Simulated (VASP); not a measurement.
Wanted: the native input for a VASP 6.6.1 run.

| Item | Value |
| --- | --- |
| Task | single point |
| Functional | PBE |
| Potentials or basis | VASP PAW PBE potentials, release 64 (Ca_sv) |
| Cutoff | 520 eV |
| k mesh | 10 × 10 × 10 |
| Occupations | gaussian, width 0.1 eV |
| Spin | no spin polarisation |
| Dipole correction | no |
| Further INCAR settings | ALGO = Fast; EDIFF = 1e-06; NBANDS = 11 |

The structure of Ca lies in POSCAR:

```
Ca
1.0
    3.5435329042     -0.0174432817      0.0029304713
   -0.0174432817      3.5612552784     -0.0001046597
    0.0029304713     -0.0001046597      3.5700815790
Ca
1
Direct
    0.0000000000      0.0000000000      0.0000000000
```

This cell differs from its parent crystal: the cell strained at random.

The input as run:

INCAR

```
ALGO = Fast
EDIFF = 1E-6
ENCUT = 520
GGA = PE
ISIF = 2
ISMEAR = 0
LASPH = True
LCHARG = False
LREAL = False
LWAVE = False
NBANDS = 11
NELM = 60
PREC = Accurate
SIGMA = 0.1
```

KPOINTS

```
k-points
0
Gamma
  10 10 10
```

Potentials or basis: VASP PAW PBE potentials, release 64 (Ca_sv).

The run is started by

```console
$ cat potpaw_PBE.64/Ca_sv/POTCAR > POTCAR
$ mpirun -np 1 vasp_std > vasp.out
```

It gave:

```json
{
  "Pressure": "-0.4 GPa",
  "Band gap on the k mesh": "zero (band 5 reaches 2.31 eV, above the bottom of band 6 at 1.09 eV)"
}
```

Caveat: the cell differs from its parent crystal (the cell strained at random).

Wall time 80 s on 1 thread of Intel(R) Xeon(R) 6975P-C (Granite Rapids), with other jobs on the host, peak memory 0.35 GiB.
